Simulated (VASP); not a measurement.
## Pt: single point with PBEsol

The system is Pt.

```
Pt
1.0
     0.00000    1.97158    1.97158
     1.97158    0.00000    1.97158
     1.97158    1.97158    0.00000
Pt
1
Direct
  0.00000 0.00000 0.00000
```

* Program: VASP 6.6.1
* Task: single point
* Functional: PBEsol
* Potentials or basis: VASP PAW PBE potentials, release 64 (Pt)
* Cutoff: 520 eV
* k mesh: 8 × 8 × 8
* Occupations: gaussian, width 0.1 eV
* Spin: no spin polarisation
* Dipole correction: no
* Further INCAR settings: ALGO = Normal; EDIFF = 1e-07; NBANDS = 11

```
Pressure               : -6.3 GPa
Band gap on the k mesh : zero (band 5 reaches 11.23 eV, above the bottom of band 6 at 9.07 eV)
```

Levels at points of the mesh, in eV from the Fermi level:
| k point | band 1 | band 2 | band 3 | band 4 | band 5 | band 6 | band 7 | band 8 | band 9 | band 10 |
| --- | --- | --- | --- | --- | --- | --- | --- | --- | --- | --- |
| (0.00, 0.00, 0.00) | -10.04 | -3.67 | -3.67 | -3.67 | -1.55 | -1.55 | 14.74 | 19.61 | 19.61 | 19.61 |
| (0.50, 0.00, 0.00) | -7.15 | -3.72 | -3.72 | -0.41 | 0.07 | 0.07 | 5.72 | 14.29 | 18.89 | 18.89 |
| (0.50, 0.50, 0.00) | -6.88 | -6.43 | 0.05 | 0.51 | 0.51 | 1.81 | 8.70 | 11.35 | 11.35 | 19.96 |

Run time: 4.7 s on 1 thread of Intel(R) Xeon(R) Platinum 8259CL CPU @ 2.50GHz (Skylake/Cascade Lake), with other jobs on the host, peak memory 0.14 GiB.

Caveat: the PAW data sets were made with another functional, which shifts forces and pressure a little; spin-orbit coupling is left out, which moves the levels of the heavy elements.
